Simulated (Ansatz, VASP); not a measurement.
## TiAl3: VASP and Ansatz over several settings

```
Ti Al
1.0
     3.95567    0.00000    0.00000
     0.00000    3.95567    0.00000
     0.00000    0.00000    3.95567
Ti Al
1 3
Cartesian
  0.0000 0.0000 0.0000
  0.0000 1.9778 1.9778
  1.9778 0.0000 1.9778
  1.9778 1.9778 0.0000
```

Single points on this cell with VASP 6.6.1 and Ansatz 0.2.0. Each row is one pair of runs. Alike in all rows: spin: off; k mesh: 7 × 7 × 7; smearing: fermi-dirac, width 0.05 eV.

| level | VASP's potentials, cutoff | Ansatz's potentials, cutoff | gap on the k mesh at the Fermi level (eV), VASP | gap on the k mesh at the Fermi level (eV), Ansatz | pressure (GPa), VASP | pressure (GPa), Ansatz |
| --- | --- | --- | --- | --- | --- | --- |
| PBE | VASP PAW PBE potentials, release 64 (Ti_sv, Al), 520 eV | Ansatz PAW, 420 eV | none | none | 1.9 | 2.0 |
| LDA | VASP PAW LDA potentials, release 64 (Ti_sv, Al), 520 eV | Ansatz PAW, 420 eV | none | ? | -3.6 | ? |
| r2SCAN | VASP PAW PBE potentials, release 64 (Ti_sv, Al), 520 eV | Ansatz PAW, 500 eV | none | none | -0.1 | 0.0 |

Fill in what Ansatz gave in row 2.

gap on the k mesh at the Fermi level (eV): none; pressure (GPa): -3.7.

A gap of «none» marks a metal or a gap that the smearing closes.
